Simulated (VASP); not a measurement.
Wanted: the native input for a VASP 6.6.1 run.

| Quantity | Value |
| --- | --- |
| Task | single point |
| Functional | PBE |
| Potentials or basis | VASP PAW PBE potentials, release 64 (Cu_sv_GW, O) |
| Cutoff | 820 eV |
| k mesh | 9 × 9 × 5 |
| Occupations | fermi-dirac, width 0.05 eV |
| Spin | no spin polarisation |
| Hubbard terms | Cu d U = 5.0 eV |
| Dipole correction | no |
| Further INCAR settings | ALGO = Normal; EDIFF = 1e-06; NBANDS = 33 |

The structure of CuO lies in POSCAR:

```
CuO
1.0
    3.2880244300      0.0000000000      0.0000000000
   -1.6440122100      2.8475126800      0.0000000000
    0.0000000000      0.0000000000      5.3850248600
Cu O
2 2
Direct
    0.6666666667      0.3333333333      0.0000000000
    0.3333333333      0.6666666667      0.5000000000
    0.6666666667      0.3333333333      0.6252000000
    0.3333333333      0.6666666667      0.1252000000
```

One way to write it, as run:

INCAR

```
PREC = Accurate
ENCUT = 820
EDIFF = 1E-6
ISMEAR = -1
SIGMA = 0.05
LREAL = F
LASPH = T
NELM = 200
ALGO = Normal
ISIF = 2
LWAVE = F
LCHARG = F
LMAXMIX = 4
LDAU = T
LDAUTYPE = 2
LDAUL = 2 -1
LDAUU = 5 0
LDAUJ = 0 0
LDAUPRINT = 1
GGA = PE
NBANDS = 33
GGA_COMPAT = F
```

KPOINTS

```
regular mesh
0
Gamma
  9 9 5
```

Potentials or basis: VASP PAW PBE potentials, release 64 (Cu_sv_GW, O).

Run with:

```console
$ cat potpaw_PBE.64/Cu_sv_GW/POTCAR potpaw_PBE.64/O/POTCAR > POTCAR
$ mpirun -np 1 vasp_std > vasp.out
```

Results of the run:

The pressure is -9.4 GPa and the largest force is 0.034 eV/Å. The band gap on the k mesh is zero (bands 25 and 26 overlap by 1.43 eV).

Caveat: the cell stands under tension; U without spin polarisation on a metal has little footing.

Run time: 87 s on 1 thread of Intel(R) Xeon(R) 6975P-C (Granite Rapids) (shared host), peak memory 0.29 GiB.
